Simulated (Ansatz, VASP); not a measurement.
# Two plane-wave programs on Be2Ir

Contents of INCAR:

```
PREC = Accurate
ENCUT = 600
EDIFF = 1E-6
ISMEAR = 0
SIGMA = 0.1
LREAL = False
LASPH = True
NELM = 80
ALGO = Normal
ISIF = 3
LWAVE = False
LCHARG = False
GGA = PE
IBRION = 2
NSW = 100
EDIFFG = -0.01
```

Contents of KPOINTS:

```
regular mesh
0
Gamma
  12 12 18
```

Contents of POSCAR:

```
Be2Ir
1.0
    3.6144775762      0.0000000000      0.0000000000
   -1.8072387881      3.1302294024      0.0000000000
    0.0000000000      0.0000000000      2.6712619587
Be Ir
2 1
Direct
    0.3333333333      0.6666666667      0.5000000000
    0.6666666667      0.3333333333      0.5000000000
    0.0000000000      0.0000000000      0.0000000000
```

Input for Ansatz:

```yaml
crystal:
  lattice:
    - [3.6144775762, 0.0, 0.0]
    - [-1.8072387881, 3.1302294024, 0.0]
    - [0.0, 0.0, 2.6712619587]
  atoms:
    - { symbol: Be, position: [0.3333333333, 0.6666666667, 0.5] }
    - { symbol: Be, position: [0.6666666667, 0.3333333333, 0.5] }
    - { symbol: Ir, position: [0.0, 0.0, 0.0] }
basis:
  ecutwfc: 420
kpoints:
  mp_grid: { grid: [12, 12, 18] }
hamiltonian:
  xc: pbe
scf:
  occupations: { method: gaussian, width: 0.1 }
output:
  forces: true
  stress: true
  eigenvalues: true
  write_density: true
  write_potential: true
  elf: true
  volumetric_format: npy
relax:
  adjacent_minimum: "off"
  f_tol: 0.01
  max_steps: 80
  cell: { stress_tol: 0.05 }
```

Alike in both runs: task relaxation of cell and atoms; functional PBE; k mesh 12 × 12 × 18; occupations gaussian, width 0.1 eV; no spin polarisation.

```csv
,VASP,Ansatz
version,VASP 6.6.1,Ansatz 0.2.0
potentials or method,"VASP PAW PBE potentials, release 64 (Be, Ir), cutoff 600 eV","scalar-relativistic, plane waves, PAW"
valence electrons in the cell,13,21
```

Ansatz gave:

* gap on the k mesh at the Fermi level, each at its own relaxed structure (eV): none
* relaxed volume (Å³/atom): 10.09
* relaxed length of the cell vector where the two differ most in proportion (Å): 3.621

**Question.** Which values does VASP return?

**Answer.** gap on the k mesh at the Fermi level, each at its own relaxed structure (eV): none; relaxed volume (Å³/atom): 10.11; relaxed length of the cell vector where the two differ most in proportion (Å): 3.623.

A gap of «none» marks a metal or a gap that the smearing closes. VASP's potentials hold 13 valence electrons a cell and Ansatz's 21, so a difference there can come from the potentials and not from the codes.

Neither program's run includes spin-orbit coupling.
